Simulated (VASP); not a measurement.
# Ni (Fm-3m) in VASP: further runs

Runs on Ni. Level: PBE. Tasks: single point.

All numbers are computed with VASP 6.6.1; they aren't measurements. Logs are shortened: lines on timing, memory, paths and dates and some standing lists are left out, and cuts for length are marked.

## Step 1: The cell of the first run

It takes space group Fm-3m (No. 225, cubic). The conventional cell has a = 3.534 Å, b = 3.534 Å, c = 3.534 Å, α = 90.00°, β = 90.00°, γ = 90.00°. Ni (site symmetry m-3m) has 12 Ni at 2.50 Å within 3.3 Å.

## Step 2: Single point, PBE, collinear spin, zero start

The input, INCAR:

```
SYSTEM = Ni
ALGO     = Normal         ! electronic algorithm
EDIFF    = 1E-6           ! SCF threshold, eV
ENCUT    = 520            ! plane-wave cutoff, eV
GGA      = PE             ! functional
ISIF     = 2              ! what is computed and relaxed
ISMEAR   = -1             ! smearing method
ISPIN    = 2              ! spin polarisation
LASPH    = .True.         ! aspherical terms in the spheres
LCHARG   = .True.         ! write CHGCAR
LELF     = .True.         ! ELF
LMAXMIX  = 4              ! l up to which the mixer works
LORBIT   = 11             ! projections on sites
LREAL    = .False.        ! projectors in reciprocal space
LVHAR    = .True.       
LWAVE    = .False.        ! write WAVECAR
MAGMOM   = 0              ! initial moments
NBANDS   = 15             ! bands
NELM     = 150            ! most SCF steps
NUPDOWN  = 0.0            ! fixed moment
PREC     = Accurate       ! precision mode
SIGMA    = 0.1            ! smearing width, eV
```

The input, KPOINTS:

```
k-points
0
Gamma
  12 12 12
  0 0 0
```

The input, POSCAR:

```
Ni
1.0
    0.0000000000      1.7668500000      1.7668500000
    1.7668500000      0.0000000000      1.7668500000
    1.7668500000      1.7668500000      0.0000000000
Ni
1
Direct
    0.0000000000      0.0000000000      0.0000000000
```

Potentials or basis: VASP PAW PBE potentials, release 64 (Ni).

Command:

```console
$ cat potpaw_PBE.64/Ni/POTCAR > POTCAR
$ mpirun -np 1 vasp_std > vasp.out
```

OUTCAR:

```text
SYSTEM = Ni
   EDIFF = 1E-6
   ENCUT = 520
   GGA = PE
   ISIF = 2
   ISMEAR = -1
   ISPIN = 2
   LASPH = .True.
   LORBIT = 11
   LREAL = .False.
   NELM = 150
   NUPDOWN = 0.0
   PREC = Accurate

 ion  position               nearest neighbor table
   1  0.000  0.000  0.000-

  LATTYP: Found a face centered cubic cell.
 ALAT       =     3.5337000000

  Lattice vectors:

 A1 = (   0.0000000000,   1.7668500000,   1.7668500000)
 A2 = (   1.7668500000,   0.0000000000,   1.7668500000)
 A3 = (   1.7668500000,   1.7668500000,   0.0000000000)

Analysis of symmetry for initial positions (statically):
=====================================================================
 Subroutine PRICEL returns:
 Original cell was already a primitive cell.

 Routine SETGRP: Setting up the symmetry group for a
 face centered cubic supercell.

 Subroutine GETGRP returns: Found 48 space group operations
 (whereof 48 operations were pure point group operations)
 out of a pool of 48 trial point group operations.

The static configuration has the point symmetry O_h .

Analysis of symmetry for dynamics (positions and initial velocities):
=====================================================================
 Subroutine PRICEL returns:
 Original cell was already a primitive cell.

 Routine SETGRP: Setting up the symmetry group for a
 face centered cubic supercell.

 Subroutine GETGRP returns: Found 48 space group operations
 (whereof 48 operations were pure point group operations)
 out of a pool of 48 trial point group operations.

The dynamic configuration has the point symmetry O_h .

Analysis of structural, dynamic, and magnetic symmetry:
=====================================================================
 Subroutine PRICEL returns:
 Original cell was already a primitive cell.

 Routine SETGRP: Setting up the symmetry group for a
 face centered cubic supercell.

 Subroutine GETGRP returns: Found 48 space group operations
 (whereof 48 operations were pure point group operations)
 out of a pool of 48 trial point group operations.

The overall configuration has the point symmetry O_h .

 Subroutine INISYM returns: Found 48 space group operations
 (whereof 48 operations are pure point group operations),
 and found     1 'primitive' translations

----------------------------------------------------------------------------------------

                                     Primitive cell

  volume of cell :      11.0314

  direct lattice vectors                    reciprocal lattice vectors
     0.000000000  1.766850000  1.766850000    -0.282989501  0.282989501  0.282989501
[... 117 lines left out ...]
  volume of cell :       11.03
 maximum number of plane-waves:       310
   NGX =  9   NGY =  9   NGZ =  9

 number of electron      10.0000010 magnetization      -0.0000000

 number of electron      10.0000010 magnetization       0.0000000

 Free energy of the ion-electron system (eV)
  ---------------------------------------------------
  ext. energy  EPLUGINS =         0.00000000
  ---------------------------------------------------
  free energy    TOTEN  =        -5.46679982 eV

  energy without entropy =       -5.38158141  energy(sigma->0) =       -5.42419061

 E-fermi :   9.0185     XC(G=0): -13.1726

 val. band max:        9.0030888047   @ k =   0.5000   0.1667   0.0000
 cond. band min:       9.0300403253   @ k =   0.5000   0.2500   0.0000
 fundamental gap:      0.0269515206
 Fermi energy:         9.0185523040

 spin component 1

 k-point     1 :       0.0000    0.0000    0.0000
  band No.  band energies     occupation
      1       0.2498      1.00000
      2       7.1831      1.00000
      3       7.1831      1.00000
      4       7.1831      1.00000
      5       8.2548      0.99952
      6       8.2548      0.99952
      7      32.7055      0.00000
      8      36.5319      0.00000
      9      36.5319      0.00000
     10      36.5319      0.00000
     11      39.4910      0.00000
     12      39.4910      0.00000
     13      39.4910      0.00000
     14      42.3608      0.00000
[... 403 lines left out ...]
      4       7.5041      1.00000
      5       8.8491      0.84481
      6      11.5011      0.00000
      7      15.4274      0.00000
      8      25.8119      0.00000
      9      30.5345      0.00000
     10      31.7333      0.00000
     11      40.8368      0.00000
     12      41.3088      0.00000
     13      48.2341      0.00000
     14      50.9321      0.00000
     15      52.1205      0.00000

 [... further k-points ...]

 spin component 2

 k-point     1 :       0.0000    0.0000    0.0000
  band No.  band energies     occupation
      1       0.2498      1.00000
      2       7.1831      1.00000
      3       7.1831      1.00000
      4       7.1831      1.00000
      5       8.2548      0.99952
      6       8.2548      0.99952
      7      32.7055      0.00000
      8      36.5319      0.00000
      9      36.5319      0.00000
     10      36.5319      0.00000
     11      39.4910      0.00000
     12      39.4910      0.00000
     13      39.4910      0.00000
     14      42.3608      0.00000
[... 403 lines left out ...]
      4       7.5041      1.00000
      5       8.8491      0.84481
      6      11.5011      0.00000
      7      15.4274      0.00000
      8      25.8119      0.00000
      9      30.5345      0.00000
     10      31.7333      0.00000
     11      40.8368      0.00000
     12      41.3088      0.00000
     13      48.2341      0.00000
     14      50.9321      0.00000
     15      52.1205      0.00000

 [... further k-points ...]
[... 5 lines left out ...]
  --------------------------------------------------------------------------------------
  -------------------------------------------------------------------------------------
  Total       -0.2202708     -0.2202708     -0.2202708     -0.0000000      0.0000000      0.0000000
  in kB      -31.9917853    -31.9917853    -31.9917853     -0.0000000      0.0000000      0.0000000
  external PRESSURE =     -31.9917853 kB  Pullay stress =       0.0000000 kB

 VOLUME and BASIS-vectors are now :
 -----------------------------------------------------------------------------
  energy-cutoff  :      520.00
  volume of cell :       11.03
      direct lattice vectors                 reciprocal lattice vectors
     0.000000000  1.766850000  1.766850000    -0.282989501  0.282989501  0.282989501
     1.766850000  0.000000000  1.766850000     0.282989501 -0.282989501  0.282989501
     1.766850000  1.766850000  0.000000000     0.282989501  0.282989501 -0.282989501

 POSITION                                       TOTAL-FORCE (eV/Angst)
 -----------------------------------------------------------------------------------
      0.00000      0.00000      0.00000         0.000000      0.000000      0.000000
 -----------------------------------------------------------------------------------
    total drift:                                0.000000      0.000000      0.000000

  FREE ENERGIE OF THE ION-ELECTRON SYSTEM (eV)
  ---------------------------------------------------
  free  energy   TOTEN  =        -5.4667998179 eV

  energy  without entropy=       -5.3815814080  energy(sigma->0) =       -5.42419061

 total charge

# of ion       s       p       d       tot
------------------------------------------
    1        0.488   0.481   8.319   9.288

 magnetization (x)

# of ion       s       p       d       tot
------------------------------------------
    1        0.000  -0.000   0.000   0.000
```

stdout:

```text
POSCAR found type information on POSCAR Ni
 POSCAR found :  1 types and       1 ions
 scaLAPACK will be used
 LDA part: xc-table for (Slater+PW92), standard interpolation
 POSCAR, INCAR and KPOINTS ok, starting setup
 FFT: planning ... GRIDC
 FFT: planning ... GRID_SOFT
 FFT: planning ... GRID
 WAVECAR not read
 entering main loop
```

It took 19 s on 1 thread of Intel Xeon Platinum 8259CL at 2.50GHz (Skylake/Cascade Lake), shared host; peak memory 0.14 GiB.

Results:

```
Free energy                                           : -5.4668 eV
Pressure                                              : -3.2 GPa
Net moment                                            : 0.00 μB per cell
Valence electrons inside the program's atomic spheres : Ni 9.29
```

Caveat: the total moment is fixed, so each spin has its own Fermi level.

## Step 3: Single point, PBE, collinear spin, ferromagnetic start

The input, INCAR:

```
  ALGO = Normal
  EDIFF = 1E-6
  ENCUT = 520
  GGA = PE
  ISIF = 2
  ISMEAR = -1
  ISPIN = 2
  LASPH = T
  LCHARG = F
  LMAXMIX = 4
  LORBIT = 11
  LREAL = F
  LWAVE = F
  MAGMOM = 2
  NBANDS = 15
  NELM = 150
  PREC = Accurate
  SIGMA = 0.1
```

The input, KPOINTS:

```
k-points
0
Gamma
  12 12 12
```

POSCAR is that of step 2.

Potentials or basis: VASP PAW PBE potentials, release 64 (Ni).

Command:

```console
$ cat potpaw_PBE.64/Ni/POTCAR > POTCAR
$ mpirun -np 1 vasp_std > vasp.out
```

OUTCAR:

```text
EDIFF = 1E-6
   ENCUT = 520
   GGA = PE
   ISIF = 2
   ISMEAR = -1
   ISPIN = 2
   LASPH = T
   LORBIT = 11
   LREAL = F
   NELM = 150
   PREC = Accurate

 ion  position               nearest neighbor table
   1  0.000  0.000  0.000-

  LATTYP: Found a face centered cubic cell.
 ALAT       =     3.5337000000

  Lattice vectors:

 A1 = (   0.0000000000,   1.7668500000,   1.7668500000)
 A2 = (   1.7668500000,   0.0000000000,   1.7668500000)
[... 1064 lines left out ...]
 [... further k-points ...]
[... 5 lines left out ...]
  --------------------------------------------------------------------------------------
  -------------------------------------------------------------------------------------
  Total       -0.1359871     -0.1359871     -0.1359871      0.0000000      0.0000000      0.0000000
  in kB      -19.7505540    -19.7505540    -19.7505540      0.0000000      0.0000000      0.0000000
  external PRESSURE =     -19.7505540 kB  Pullay stress =       0.0000000 kB

 VOLUME and BASIS-vectors are now :
 -----------------------------------------------------------------------------
  energy-cutoff  :      520.00
  volume of cell :       11.03
      direct lattice vectors                 reciprocal lattice vectors
     0.000000000  1.766850000  1.766850000    -0.282989501  0.282989501  0.282989501
     1.766850000  0.000000000  1.766850000     0.282989501 -0.282989501  0.282989501
     1.766850000  1.766850000  0.000000000     0.282989501  0.282989501 -0.282989501

 POSITION                                       TOTAL-FORCE (eV/Angst)
 -----------------------------------------------------------------------------------
      0.00000      0.00000      0.00000         0.000000     -0.000000     -0.000000
 -----------------------------------------------------------------------------------
    total drift:                                0.000000      0.000000      0.000000

  FREE ENERGIE OF THE ION-ELECTRON SYSTEM (eV)
  ---------------------------------------------------
  free  energy   TOTEN  =        -5.4968371155 eV

  energy  without entropy=       -5.4413486678  energy(sigma->0) =       -5.46909289

 total charge

# of ion       s       p       d       tot
------------------------------------------
    1        0.492   0.486   8.307   9.285

 magnetization (x)

# of ion       s       p       d       tot
------------------------------------------
    1       -0.006  -0.025   0.679   0.648
```

OSZICAR:

```text
N       E                     dE             d eps       ncg     rms          rms(c)
DAV:   1     0.337243582561E+02    0.33724E+02   -0.43834E+03  4540   0.921E+02
DAV:   2    -0.486111525704E+01   -0.38585E+02   -0.35743E+02  4873   0.163E+02
DAV:   3    -0.633259209534E+01   -0.14715E+01   -0.14588E+01  5223   0.311E+01
DAV:   4    -0.634180527317E+01   -0.92132E-02   -0.92118E-02  5273   0.234E+00
DAV:   5    -0.634192472515E+01   -0.11945E-03   -0.11945E-03  5381   0.242E-01    0.110E+01
DAV:   6    -0.588086113516E+01    0.46106E+00   -0.13244E+01  6238   0.417E+01    0.632E+00
DAV:   7    -0.551129818611E+01    0.36956E+00   -0.26123E+00  5771   0.160E+01    0.176E+00
DAV:   8    -0.550077835599E+01    0.10520E-01   -0.19487E-02  5097   0.849E-01    0.965E-01
DAV:   9    -0.549774067948E+01    0.30377E-02   -0.18282E-03  6734   0.259E-01    0.345E-01
DAV:  10    -0.549683450235E+01    0.90618E-03   -0.14343E-03  6440   0.231E-01    0.380E-02
DAV:  11    -0.549683649362E+01   -0.19913E-05   -0.18484E-05  5331   0.326E-02    0.248E-02
DAV:  12    -0.549683762936E+01   -0.11357E-05   -0.63036E-06  5789   0.163E-02    0.115E-02
DAV:  13    -0.549683711552E+01    0.51384E-06   -0.22412E-07  3441   0.502E-03
   1 F= -.54968371E+01 E0= -.54690929E+01  d E =-.554884E-01  mag=     0.6351
```

Run time: 22 s. Hardware: 1 thread of Intel Xeon Platinum 8259CL at 2.50GHz (Skylake/Cascade Lake), shared host; peak memory 0.14 GiB.

Results:

| Item | Value |
| --- | --- |
| Free energy | -5.4968 eV |
| Pressure | -2.0 GPa |
| Net moment | 0.64 μB per cell |
| Site moments | Ni +0.65 μB |
| Valence electrons inside the program's atomic spheres | Ni 9.29 |
